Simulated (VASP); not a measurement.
# RbBr (Cm) in VASP: single point with LDA

Aim: the single point of RbBr with LDA.

All numbers are computed with VASP 6.6.1; they aren't measurements. Logs are shortened: lines on timing, memory, paths and dates and some standing lists are left out, and cuts for length are marked.

## 1. The cell of the first run

It takes space group Cm (No. 8, monoclinic). The conventional cell has a = 8.396 Å, b = 4.847 Å, c = 4.847 Å, α = 90.00°, β = 125.26°, γ = 90.00°. Within 3.7 Å of Rb (site symmetry m) lie 5 Br at 2.84 to 3.69 Å. Br (site symmetry m) has 5 Rb at 2.84 to 3.69 Å within 3.7 Å.

## 2. Single point, LDA (atom 1 (Rb) moved by (-0.300, -0.600) A along [1 1 0] and z)

File INCAR:

```
PREC = Accurate ; ENCUT = 520
EDIFF = 1E-6 ; ISMEAR = 0
SIGMA = 0.05 ; LREAL = F
LASPH = T ; NELM = 80
ALGO = Normal ; ISIF = 2
LWAVE = F ; LCHARG = F
NBANDS = 15
```

File KPOINTS:

```
regular mesh
0
Gamma
  6 6 6
```

File POSCAR:

```
RbBr
1.0
    0.0000000000      3.4275000000      3.4275000000
    3.4275000000      0.0000000000      3.4275000000
    3.4275000000      3.4275000000      0.0000000000
Rb Br
1 1
Direct
   -0.0875273523     -0.0875273523      0.0256361679
    0.5000000000      0.5000000000      0.5000000000
```

Potentials or basis: VASP PAW LDA potentials, release 64 (Rb_sv, Br).

The run is started by

```console
> cat potpaw_LDA.64/Rb_sv/POTCAR potpaw_LDA.64/Br/POTCAR > POTCAR
> mpirun -np 1 vasp_std > vasp.out
```

OUTCAR:

```text
PREC = Accurate
   ENCUT = 520
   EDIFF = 1E-6
   ISMEAR = 0
   LREAL = F
   LASPH = T
   NELM = 80
   ISIF = 2

 ion  position               nearest neighbor table
   1  0.912  0.912  0.026-   2 2.84   2 3.28   2 3.28   2 3.69   2 3.69   2 4.04
   2  0.500  0.500  0.500-   1 2.84   1 3.28   1 3.28   1 3.69   1 3.69   1 4.04

  LATTYP: Found a face centered cubic cell.
 ALAT       =     6.8550000000

  Lattice vectors:

 A1 = (   0.0000000000,   3.4275000000,   3.4275000000)
 A2 = (   3.4275000000,   0.0000000000,   3.4275000000)
 A3 = (   3.4275000000,   3.4275000000,   0.0000000000)

Analysis of symmetry for initial positions (statically):
=====================================================================
 Subroutine PRICEL returns:
 Original cell was already a primitive cell.

 Routine SETGRP: Setting up the symmetry group for a
 face centered cubic supercell.

 Subroutine GETGRP returns: Found  2 space group operations
 (whereof  2 operations were pure point group operations)
 out of a pool of 48 trial point group operations.

The static configuration has the point symmetry C_1h.

Analysis of symmetry for dynamics (positions and initial velocities):
=====================================================================
 Subroutine PRICEL returns:
 Original cell was already a primitive cell.

 Routine SETGRP: Setting up the symmetry group for a
 face centered cubic supercell.

 Subroutine GETGRP returns: Found  2 space group operations
 (whereof  2 operations were pure point group operations)
 out of a pool of 48 trial point group operations.

The dynamic configuration has the point symmetry C_1h.

 Subroutine INISYM returns: Found  2 space group operations
 (whereof  2 operations are pure point group operations),
 and found     1 'primitive' translations

----------------------------------------------------------------------------------------

                                     Primitive cell

  volume of cell :      80.5309

  direct lattice vectors                    reciprocal lattice vectors
     0.000000000  3.427500000  3.427500000    -0.145878920  0.145878920  0.145878920
     3.427500000  0.000000000  3.427500000     0.145878920 -0.145878920  0.145878920
     3.427500000  3.427500000  0.000000000     0.145878920  0.145878920 -0.145878920

  length of vectors
     4.847216985  4.847216985  4.847216985     0.252669702  0.252669702  0.252669702

  position of ions in fractional coordinates (direct lattice)
     0.912472648  0.912472648  0.025636168
     0.500000000  0.500000000  0.500000000

  ion indices of the primitive-cell ions
   primitive index   ion index
                 1           1
[... 87 lines left out ...]
   EFERMI =   0.00;   METHOD = LEGACY
   ISMEAR =     0;   SIGMA  =   0.05  broadening in eV -4-tet -1-fermi 0-gaus
   EFERMI_NEDOS =   21; number of points for ismear=-14 and -15
   IALGO  =     38    algorithm
   IMIX   =      4    mixing-type and parameters
     AMIX     =   0.40;   BMIX     =  1.00
     AMIX_MAG =   1.60;   BMIX_MAG =  1.00
  volume/ion in A,a.u.               =      40.27       271.72
  Fermi-wavevector in a.u.,A,eV,Ry     =   0.955273  1.805204 12.415941  0.912546
  Thomas-Fermi vector in A             =   2.084095
   LORBIT       =      0    0 simple, 1 ext, 2 COOP (PROOUT), +10 PAW based schemes
   GGA     = CA    functional components
   LHFCALC =     F    Hartree Fock is set to
   AEXX    =    0.0000 exact exchange contribution
   IVDW    =     0    specifies the selected vdW correction
   LEPSILON=     F    determine dielectric tensor
   LRPA    =     F    only Hartree local field effects (RPA)
 non-spin polarized calculation
 Gauss-broadening in eV      SIGMA  =   0.05
  energy-cutoff  :      520.00
  volume of cell :       80.53
 maximum number of plane-waves:      2200
   NGX = 17   NGY = 17   NGZ = 17

 number of electron      15.9999999 magnetization

 Free energy of the ion-electron system (eV)
  ---------------------------------------------------
  ext. energy  EPLUGINS =         0.00000000
  ---------------------------------------------------
  free energy    TOTEN  =        -6.37400395 eV

  energy without entropy =       -6.37400395  energy(sigma->0) =       -6.37400395

 E-fermi :  -1.7674     XC(G=0):  -7.6818

 val. band max:       -2.0082019969   @ k =   0.0000   0.0000   0.0000
 cond. band min:       1.9788572846   @ k =   0.0000   0.0000   0.0000
 fundamental gap:      3.9870592815
 Fermi energy:        -1.7674080064

 k-point     1 :       0.0000    0.0000    0.0000
  band No.  band energies     occupation
      1     -26.1537      2.00000
      2     -14.2731      2.00000
      3     -10.3806      2.00000
      4     -10.3013      2.00000
      5     -10.2787      2.00000
      6      -2.1418      2.00000
      7      -2.1163      2.00000
      8      -2.0082      2.00000
      9       1.9789      0.00000
     10       5.1118      0.00000
     11       5.4005      0.00000
     12       5.7463      0.00000
     13       6.2522      0.00000
     14       6.7466      0.00000
[... 401 lines left out ...]
      2     -14.2942      2.00000
      3     -10.4476      2.00000
      4     -10.3578      2.00000
      5     -10.2554      2.00000
      6      -2.8498      2.00000
      7      -2.4251      2.00000
      8      -2.2461      2.00000
      9       4.4738      0.00000
     10       5.4422      0.00000
     11       6.5051      0.00000
     12       7.1245      0.00000
     13       7.6005      0.00000
     14       8.3989      0.00000
     15       8.5728      0.00000

 [... further k-points ...]

------------------------ aborting loop because EDIFF is reached ----------------------------------------

  FORCE on cell =-STRESS in cart. coord.  units (eV):
  Direction    XX          YY          ZZ          XY          YZ          ZX
  --------------------------------------------------------------------------------------
  -------------------------------------------------------------------------------------
  Total       -0.4474328     -0.4474328      2.8800943     -0.0481507     -0.3572883     -0.3572883
  in kB       -8.9017625     -8.9017625     57.3000372     -0.9579680     -7.1083197     -7.1083197
  external PRESSURE =      13.1655041 kB  Pullay stress =       0.0000000 kB

 VOLUME and BASIS-vectors are now :
 -----------------------------------------------------------------------------
  energy-cutoff  :      520.00
  volume of cell :       80.53
      direct lattice vectors                 reciprocal lattice vectors
     0.000000000  3.427500000  3.427500000    -0.145878920  0.145878920  0.145878920
     3.427500000  0.000000000  3.427500000     0.145878920 -0.145878920  0.145878920
     3.427500000  3.427500000  0.000000000     0.145878920  0.145878920 -0.145878920

 POSITION                                       TOTAL-FORCE (eV/Angst)
 -----------------------------------------------------------------------------------
      3.21537      3.21537      6.25500         0.081821      0.081821      1.338800
      3.42750      3.42750      3.42750        -0.081821     -0.081821     -1.338800
 -----------------------------------------------------------------------------------
    total drift:                                0.000134      0.000134      0.000509

  FREE ENERGIE OF THE ION-ELECTRON SYSTEM (eV)
  ---------------------------------------------------
  free  energy   TOTEN  =        -6.3740039527 eV

  energy  without entropy=       -6.3740039527  energy(sigma->0) =       -6.37400395
```

Run time: 53 s. Hardware: 1 thread of Intel Xeon Platinum 8259CL at 2.50GHz (Skylake/Cascade Lake), shared host; peak memory 0.22 GiB.

What came out:

| Quantity | Value |
| --- | --- |
| Free energy | -6.3740 eV |
| Pressure | 1.3 GPa |
| Largest force | 1.344 eV/Å |
| Band gap on the k mesh | 3.99 eV |

Forces on the atoms (eV/Å):
```
Rb   0.082  0.082  1.339
Br  -0.082 -0.082 -1.339
```

Caveat: the cell differs from its parent crystal (atom 1 (Rb) moved by (-0.300, -0.600) A along [1 1 0] and z); forces of over 1 eV/Å act on the atoms, so gaps and moduli don't describe the material at rest.
